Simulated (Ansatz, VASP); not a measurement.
**MoS: VASP beside Ansatz**

```
CELL_PARAMETERS angstrom
0.00000 2.66721 2.66721
2.66721 0.00000 2.66721
5.33443 5.33443 0.00000
ATOMIC_POSITIONS crystal
Mo 0.00000 0.00000 0.00000
Mo 0.00000 0.00000 0.50000
S 0.25000 0.25000 0.12500
S 0.25000 0.25000 0.62500
```

Alike in both runs: task single point; functional PBE; k mesh 14 × 14 × 7; occupations gaussian, width 0.1 eV; collinear spin.

|  | VASP | Ansatz |
| --- | --- | --- |
| version | VASP 6.6.1 | Ansatz 0.2.0 |
| potentials or method | VASP PAW PBE potentials, release 64 (Mo_sv, S), cutoff 500 eV | scalar-relativistic, plane waves, PAW |
| valence electrons in the cell | 40 | 40 |

|  | VASP | Ansatz | Ansatz less VASP |
| --- | --- | --- | --- |
| gap on the k mesh at the Fermi level (eV) | none | none | - |
| pressure (GPa) | 0.0 | 0.0 | -0.01 |
| net moment per atom (μB) | 0.00 | 0.00 | 0.000 |

A gap of «none» marks a metal or a gap that the smearing closes. Ansatz's warnings: seeded moment not kept.
